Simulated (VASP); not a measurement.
# TiAl (Amm2) in VASP: single point with r2SCAN

Aim: the single point of TiAl with r2SCAN.

All numbers are computed with VASP 6.6.1; they aren't measurements. Logs are shortened: lines on timing, memory, paths and dates and some standing lists are left out, and cuts for length are marked.

## Step 1: The cell of the first run

The structure is orthorhombic, space group Amm2 (No. 38). The conventional cell has a = 3.179 Å, b = 4.496 Å, c = 4.496 Å, α = 90.00°, β = 90.00°, γ = 90.00°. Within 3.2 Å of Ti (site symmetry mm2) lie 8 Al at 2.42 to 3.11 Å and 6 Ti at 3.18 Å. Al (site symmetry mm2) has 8 Ti at 2.42 to 3.11 Å and 6 Al at 3.18 Å within 3.2 Å.

## Step 2: Single point, r2SCAN (atom 1 (Ti) moved by (-0.300, -0.300) A along y and z)

POSCAR

```
TiAl
1.0
    3.1790640000      0.0000000000      0.0000000000
    0.0000000000      3.1790640000      0.0000000000
    0.0000000000      0.0000000000      3.1790640000
Ti Al
1 1
Direct
    0.0000000000     -0.0943673987     -0.0943673987
    0.5000000000      0.5000000000      0.5000000000
```

INCAR.step1

```
SYSTEM = TiAl
PREC     = Accurate       ! precision mode
ENCUT    = 520            ! plane-wave cutoff, eV
ISMEAR   = 0              ! smearing method
SIGMA    = 0.15           ! smearing width, eV
LREAL    = .False.        ! projectors in reciprocal space
LASPH    = .True.         ! aspherical terms in the spheres
NELM     = 100            ! most SCF steps
NBANDS   = 14             ! bands
GGA      = PE             ! functional
ALGO     = Normal         ! electronic algorithm
EDIFF    = 1E-4           ! SCF threshold, eV
LWAVE    = .True.         ! write WAVECAR
LCHARG   = .False.        ! write CHGCAR
```

INCAR.step2

```
SYSTEM = TiAl
PREC     = Accurate       ! precision mode
ENCUT    = 520            ! plane-wave cutoff, eV
EDIFF    = 1E-6           ! SCF threshold, eV
ISMEAR   = 0              ! smearing method
SIGMA    = 0.15           ! smearing width, eV
LREAL    = .False.        ! projectors in reciprocal space
LASPH    = .True.         ! aspherical terms in the spheres
NELM     = 100            ! most SCF steps
ALGO     = Normal         ! electronic algorithm
ISIF     = 2              ! what is computed and relaxed
LWAVE    = .False.        ! write WAVECAR
LCHARG   = .False.        ! write CHGCAR
METAGGA  = R2SCAN         ! meta-GGA
LMIXTAU  = .True.       
NBANDS   = 14             ! bands
ISTART   = 1
```

KPOINTS

```
Automatic mesh
0
Gamma
  16 16 16
  0 0 0
```

Potentials or basis: VASP PAW PBE potentials, release 64 (Ti_sv, Al).

Command:

```bash
$ cat potpaw_PBE.64/Ti_sv/POTCAR potpaw_PBE.64/Al/POTCAR > POTCAR
$ cp INCAR.step1 INCAR
$ mpirun -np 1 vasp_std > vasp.out
$ cp INCAR.step2 INCAR
$ mpirun -np 1 vasp_std > vasp.out
```

OUTCAR:

```text
SYSTEM = TiAl
   PREC = Accurate
   ENCUT = 520
   EDIFF = 1E-6
   ISMEAR = 0
   LREAL = .False.
   LASPH = .True.
   NELM = 100
   ISIF = 2
   METAGGA = R2SCAN
   ISTART = 1

 ion  position               nearest neighbor table
   1  0.000  0.906  0.906-   2 2.42   2 2.42   2 2.79   2 2.79   2 2.79   2 2.79   2 3.11   2 3.11

   2  0.500  0.500  0.500-   1 2.42   1 2.42   1 2.79   1 2.79   1 2.79   1 2.79   1 3.11   1 3.11

  LATTYP: Found a simple cubic cell.
 ALAT       =     3.1790640000

  Lattice vectors:

 A1 = (   3.1790640000,   0.0000000000,   0.0000000000)
 A2 = (   0.0000000000,   3.1790640000,   0.0000000000)
 A3 = (   0.0000000000,   0.0000000000,   3.1790640000)

Analysis of symmetry for initial positions (statically):
=====================================================================
 Subroutine PRICEL returns:
 Original cell was already a primitive cell.

 Routine SETGRP: Setting up the symmetry group for a
 simple cubic supercell.

 Subroutine GETGRP returns: Found  4 space group operations
 (whereof  4 operations were pure point group operations)
 out of a pool of 48 trial point group operations.

The static configuration has the point symmetry C_2v.

Analysis of symmetry for dynamics (positions and initial velocities):
=====================================================================
 Subroutine PRICEL returns:
 Original cell was already a primitive cell.

 Routine SETGRP: Setting up the symmetry group for a
 simple cubic supercell.

 Subroutine GETGRP returns: Found  4 space group operations
 (whereof  4 operations were pure point group operations)
 out of a pool of 48 trial point group operations.

The dynamic configuration has the point symmetry C_2v.

 Subroutine INISYM returns: Found  4 space group operations
 (whereof  4 operations are pure point group operations),
 and found     1 'primitive' translations

----------------------------------------------------------------------------------------

                                     Primitive cell

  volume of cell :      32.1290

  direct lattice vectors                    reciprocal lattice vectors
     3.179064000  0.000000000  0.000000000     0.314557996  0.000000000  0.000000000
     0.000000000  3.179064000  0.000000000     0.000000000  0.314557996  0.000000000
     0.000000000  0.000000000  3.179064000     0.000000000  0.000000000  0.314557996

  length of vectors
     3.179064000  3.179064000  3.179064000     0.314557996  0.314557996  0.314557996

  position of ions in fractional coordinates (direct lattice)
     0.000000000  0.905632601  0.905632601
     0.500000000  0.500000000  0.500000000

  ion indices of the primitive-cell ions
   primitive index   ion index
                 1           1
                 2           2

----------------------------------------------------------------------------------------

 KPOINTS: Automatic mesh

Automatic generation of k-mesh.
 Grid dimensions read from file:
 generate k-points for:   16   16   16

 Generating k-lattice:

  Cartesian coordinates                     Fractional coordinates (reciprocal lattice)
     0.019659875  0.000000000  0.000000000     0.062500000  0.000000000  0.000000000
     0.000000000  0.019659875  0.000000000     0.000000000  0.062500000  0.000000000
     0.000000000  0.000000000  0.019659875     0.000000000  0.000000000  0.062500000

  Length of vectors
     0.019659875  0.019659875  0.019659875

  Shift w.r.t. Gamma in fractional coordinates (k-lattice)
     0.000000000  0.000000000  0.000000000

 Subroutine IBZKPT returns following result:
 ===========================================

 Found    657 irreducible k-points:

 Following reciprocal coordinates:
            Coordinates               Weight
  0.000000  0.000000  0.000000      1.000000
  0.062500  0.000000  0.000000      2.000000
  0.000000  0.062500  0.000000      4.000000
  0.125000  0.000000  0.000000      2.000000
  0.000000  0.125000  0.000000      4.000000
  0.187500  0.000000  0.000000      2.000000
[... 16 lines left out ...]
  0.062500  0.000000  0.125000      8.000000
  0.000000 -0.125000  0.062500      4.000000
 [... further k-points ...]
   k-points           NKPTS =    657   k-points in BZ     NKDIM =    657   number of bands    NBANDS=     14
   number of dos      NEDOS =    301   number of ions     NIONS =      2
   total plane-waves  NPLWV =  13824
   dimension x,y,z NGX =    24 NGY =   24 NGZ =   24
   dimension x,y,z NGXF=    48 NGYF=   48 NGZF=   48
   ions per type =               1   1
   NGX,Y,Z   is equivalent  to a cutoff of  12.55, 12.55, 12.55 a.u.
   NGXF,Y,Z  is equivalent  to a cutoff of  25.10, 25.10, 25.10 a.u.
 SYSTEM =  TiAl
   PREC   = accura    normal or accurate (medium, high low for compatibility)
   ISTART =      1    job   : 0-new  1-cont  2-samecut
   ICHARG =      0    charge: 1-file 2-atom 10-const
   ISPIN  =      1    spin polarized calculation?
   LNONCOLLINEAR =      F non collinear calculations
   LSORBIT =      F    spin-orbit coupling
   LASPH  =      T    aspherical Exc in radial PAW
   ENCUT  =  520.0 eV  38.22 Ry    6.18 a.u.   5.91  5.91  5.91*2*pi/ulx,y,z
   NELM   =    100;   NELMIN=  2; NELMDL=  0     # of ELM steps
   EDIFF  = 0.1E-05   stopping-criterion for ELM
   LREAL  =      F    real-space projection
   EDIFFG = 0.1E-04   stopping-criterion for IOM
   NSW    =      0    number of steps for IOM
   IBRION =     -1    ionic relax: 0-MD 1-quasi-New 2-CG
   NFREE  =      0    steps in history (QN), initial steepest desc. (CG)
   ISIF   =      2    stress and relaxation
   ISYM   =      2    0-nonsym 1-usesym 2-fastsym
   POTIM  = 0.5000    time-step for ionic-motion
   TEBEG  =    0.0;   TEEND  =   0.0 temperature during run
   PSTRESS=    0.0 pullay stress
   NELECT =      15.0000    total number of electrons
   NUPDOWN=      -1.0000    fix difference up-down
   EMIN   =  10.00;   EMAX   =-10.00  energy-range for DOS
   EFERMI =   0.00;   METHOD = LEGACY
   ISMEAR =     0;   SIGMA  =   0.15  broadening in eV -4-tet -1-fermi 0-gaus
   EFERMI_NEDOS =   21; number of points for ismear=-14 and -15
   IALGO  =     38    algorithm
   IMIX   =      4    mixing-type and parameters
     AMIX     =   0.40;   BMIX     =  1.00
     AMIX_MAG =   1.60;   BMIX_MAG =  1.00
  volume/ion in A,a.u.               =      16.06       108.41
  Fermi-wavevector in a.u.,A,eV,Ry     =   1.270007  2.399964 21.945065  1.612917
  Thomas-Fermi vector in A             =   2.403017
   LORBIT       =      0    0 simple, 1 ext, 2 COOP (PROOUT), +10 PAW based schemes
   METAGGA = R2SCAN    functional components
   LHFCALC =     F    Hartree Fock is set to
   AEXX    =    0.0000 exact exchange contribution
   IVDW    =     0    specifies the selected vdW correction
   LEPSILON=     F    determine dielectric tensor
   LRPA    =     F    only Hartree local field effects (RPA)
 non-spin polarized calculation
 Gauss-broadening in eV      SIGMA  =   0.15
  energy-cutoff  :      520.00
  volume of cell :       32.13
 maximum number of plane-waves:       912
   NGX = 11   NGY = 11   NGZ = 11

 number of electron      15.0000004 magnetization

 Free energy of the ion-electron system (eV)
  ---------------------------------------------------
  ext. energy  EPLUGINS =         0.00000000
  ---------------------------------------------------
  free energy    TOTEN  =       -19.66084269 eV

  energy without entropy =      -19.63695256  energy(sigma->0) =      -19.64889762

 E-fermi :   8.7248     XC(G=0): -11.8602

 val. band max:        8.7242434308   @ k =  -0.1875  -0.3750   0.1875
 cond. band min:       8.7255477040   @ k =  -0.3750  -0.1250   0.0625
 fundamental gap:      0.0013042732
 Fermi energy:         8.7248487782

 k-point     1 :       0.0000    0.0000    0.0000
  band No.  band energies     occupation
      1     -50.4481      2.00000
      2     -25.6409      2.00000
      3     -25.6372      2.00000
      4     -25.5821      2.00000
      5      -0.9928      2.00000
      6       7.0050      2.00000
      7       7.0375      2.00000
      8      10.4561      0.00000
      9      10.7745      0.00000
     10      10.9035      0.00000
     11      13.6454      0.00000
     12      13.6801      0.00000
     13      14.0064      0.00000
     14      17.8955      0.00000

 k-point     2 :       0.0625    0.0000    0.0000
  band No.  band energies     occupation
      1     -50.4476      2.00000
      2     -25.6449      2.00000
      3     -25.6400      2.00000
      4     -25.5815      2.00000
      5      -0.9266      2.00000
      6       6.9793      2.00000
      7       7.0673      2.00000
      8      10.3688      0.00000
      9      10.7789      0.00000
     10      10.7894      0.00000
     11      13.2189      0.00000
     12      13.8200      0.00000
     13      14.3197      0.00000
     14      17.8017      0.00000

 k-point     3 :       0.0000    0.0625    0.0000
  band No.  band energies     occupation
      1     -50.4476      2.00000
      2     -25.6445      2.00000
      3     -25.6366      2.00000
      4     -25.5852      2.00000
      5      -0.9274      2.00000
      6       6.9934      2.00000
      7       7.0477      2.00000
      8      10.3926      0.00000
      9      10.6798      0.00000
     10      10.8660      0.00000
     11      13.3392      0.00000
     12      13.8334      0.00000
     13      14.1379      0.00000
     14      17.9216      0.00000

 k-point     4 :       0.1250    0.0000    0.0000
  band No.  band energies     occupation
      1     -50.4457      2.00000
      2     -25.6658      2.00000
      3     -25.6383      2.00000
      4     -25.5797      2.00000
      5      -0.7296      2.00000
      6       6.8745      2.00000
      7       7.1543      2.00000
      8      10.1557      0.00000
      9      10.4804      0.00000
     10      10.8160      0.00000
     11      12.5200      0.00000
     12      14.2696      0.00000
     13      14.7654      0.00000
     14      17.5331      0.00000

 k-point     5 :       0.0000    0.1250    0.0000
  band No.  band energies     occupation
      1     -50.4458      2.00000
      2     -25.6572      2.00000
      3     -25.6348      2.00000
      4     -25.5911      2.00000
      5      -0.7329      2.00000
      6       6.8798      2.00000
      7       7.1278      2.00000
      8      10.1896      0.00000
      9      10.4420      0.00000
     10      10.8217      0.00000
     11      12.6876      0.00000
[... 276 lines left out ...]
 k-point    22 :       0.0000    0.1250    0.0625
  band No.  band energies     occupation
      1     -50.4452      2.00000
      2     -25.6595      2.00000
      3     -25.6342      2.00000
      4     -25.5952      2.00000
      5      -0.6677      2.00000
      6       6.9053      2.00000
      7       7.1095      2.00000
      8      10.1351      0.00000
      9      10.2908      0.00000
     10      10.8024      0.00000
     11      12.8698      0.00000
     12      14.1224      0.00000
     13      14.3660      0.00000
     14      17.9487      0.00000

 k-point    23 :       0.0625    0.0000    0.1250
  band No.  band energies     occupation
      1     -50.4452      2.00000
      2     -25.6566      2.00000
      3     -25.6420      2.00000
      4     -25.5904      2.00000
      5      -0.6680      2.00000
      6       6.9010      2.00000
      7       7.1204      2.00000
      8      10.0773      0.00000
      9      10.4422      0.00000
     10      10.7166      0.00000
     11      12.8119      0.00000
     12      13.8494      0.00000
     13      14.7501      0.00000
     14      17.7907      0.00000

 k-point    24 :       0.0000   -0.1250    0.0625
  band No.  band energies     occupation
      1     -50.4452      2.00000
      2     -25.6582      2.00000
      3     -25.6342      2.00000
      4     -25.5965      2.00000
      5      -0.6697      2.00000
      6       6.9096      2.00000
      7       7.1057      2.00000
      8      10.2052      0.00000
      9      10.3479      0.00000
     10      10.7117      0.00000
     11      12.6524      0.00000
     12      14.2946      0.00000
     13      14.3821      0.00000
     14      17.9501      0.00000

 [... further k-points ...]

------------------------ aborting loop because EDIFF is reached ----------------------------------------

  FORCE on cell =-STRESS in cart. coord.  units (eV):
  Direction    XX          YY          ZZ          XY          YZ          ZX
  --------------------------------------------------------------------------------------
  -------------------------------------------------------------------------------------
  Total        2.0616609      1.0107203      1.0107203      0.0000000      1.4541754      0.0000000
  in kB      102.8087344     50.4015349     50.4015349      0.0000000     72.5152875      0.0000000
  external PRESSURE =      67.8706014 kB  Pullay stress =       0.0000000 kB

 VOLUME and BASIS-vectors are now :
 -----------------------------------------------------------------------------
  energy-cutoff  :      520.00
  volume of cell :       32.13
      direct lattice vectors                 reciprocal lattice vectors
     3.179064000  0.000000000  0.000000000     0.314557996  0.000000000  0.000000000
     0.000000000  3.179064000  0.000000000     0.000000000  0.314557996  0.000000000
     0.000000000  0.000000000  3.179064000     0.000000000  0.000000000  0.314557996

 POSITION                                       TOTAL-FORCE (eV/Angst)
 -----------------------------------------------------------------------------------
      0.00000      2.87906      2.87906         0.000000      2.366107      2.366107
      1.58953      1.58953      1.58953         0.000000     -2.366107     -2.366107
 -----------------------------------------------------------------------------------
    total drift:                               -0.000000      0.000053      0.000054

  FREE ENERGIE OF THE ION-ELECTRON SYSTEM (eV)
  ---------------------------------------------------
  free  energy   TOTEN  =       -19.6608426868 eV

  energy  without entropy=      -19.6369525601  energy(sigma->0) =      -19.64889762
```

Run time: 6.5 min. Hardware: 1 thread of AMD EPYC 9R45 (Zen 5), shared host; peak memory 0.38 GiB.

What came out:

```
Free energy   : -19.6608 eV
Pressure      : 6.8 GPa
Largest force : 3.346 eV/Å
```

Forces on the atoms (eV/Å):
```
Ti   0.000  2.366  2.366
Al   0.000 -2.366 -2.366
```

Stress tensor (GPa, compression positive):
```
10.28  0.00  0.00
 0.00  5.04  7.25
 0.00  7.25  5.04
```

Levels at points of the mesh, in eV from the Fermi level:
| k point | band 3 | band 4 | band 5 | band 6 | band 7 | band 8 | band 9 | band 10 | band 11 | band 12 |
| --- | --- | --- | --- | --- | --- | --- | --- | --- | --- | --- |
| (0.00, 0.00, 0.00) | -34.36 | -34.31 | -9.72 | -1.72 | -1.69 | 1.73 | 2.05 | 2.18 | 4.92 | 4.96 |
| (0.50, 0.00, 0.00) | -34.35 | -34.29 | -6.32 | -5.41 | -0.74 | 0.21 | 0.37 | 2.27 | 3.11 | 6.59 |
| (0.00, 0.50, 0.00) | -34.35 | -34.32 | -6.38 | -5.42 | -0.81 | 0.22 | 0.47 | 2.18 | 3.19 | 6.93 |
| (0.50, 0.50, 0.00) | -34.50 | -34.30 | -5.14 | -2.45 | -2.35 | -1.31 | 0.91 | 1.11 | 2.87 | 4.96 |
| (0.00, 0.50, 0.50) | -34.47 | -34.33 | -5.02 | -2.64 | -2.31 | -1.25 | 0.61 | 0.95 | 2.87 | 4.92 |
| (0.50, 0.50, 0.50) | -34.50 | -34.44 | -3.27 | -3.20 | -3.06 | 0.97 | 2.82 | 2.89 | 2.93 | 3.03 |

Caveat: the cell differs from its parent crystal (atom 1 (Ti) moved by (-0.300, -0.300) A along y and z); the PAW data sets were made with another functional, which shifts forces and pressure a little.
